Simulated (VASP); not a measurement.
Runs of VASP 6.6.1 on PbSe (Clausthalite). It takes space group Fm-3m (No. 225, cubic). Conventional cell: a = 6.139 Å, b = 6.139 Å, c = 6.139 Å, α = 90.00°, β = 90.00°, γ = 90.00°. Pb (site symmetry m-3m) has 6 Se at 3.07 Å within 4.0 Å. Se (site symmetry m-3m) has 6 Pb at 3.07 Å within 4.0 Å. 

```csv
level,k mesh,cutoff (eV),smearing,grid for exact exchange (PRECFOCK),screening parameter,gap on the mesh (eV),pressure (GPa)
PBEsol,6 × 6 × 6,500,gaussian 0.01 eV,-,-,0.23,-1.0
PBEsol,6 × 6 × 6,500,methfessel-paxton 0.0305 eV,-,-,0.23,-1.0
PBEsol+D4,6 × 6 × 6,500,gaussian 0.01 eV,-,-,0.23,(b)
PBEsol,"6 × 6 × 6, shifted",500,gaussian 0.01 eV,-,-,0.96,-0.9
PBE,4 × 4 × 4,500,gaussian 0.01 eV,-,-,(a),1.9
HSE06,4 × 4 × 4,520,gaussian 0.05 eV,Normal,0.2079 1/Å,0.74,0.8
HSE06,4 × 4 × 4,520,gaussian 0.5 eV,Normal,0.2079 1/Å,(c),0.5
```

Alike in all rows: task single point; potentials or basis VASP PAW PBE potentials, release 64 (Pb_d, Se); no spin polarisation; cell as given.

Problem. Estimate the missing entries.

Solution. (a) 0.32; (b) -2.2; (c) 0.72.

Caveats: some runs use coarse meshes; spin-orbit coupling is left out, which moves the levels of the heavy elements; the PAW data sets were made with another functional, which shifts forces and pressure a little (some runs).

A k mesh can miss the band edges, and the runs leave out spin-orbit coupling on Pb, Se.
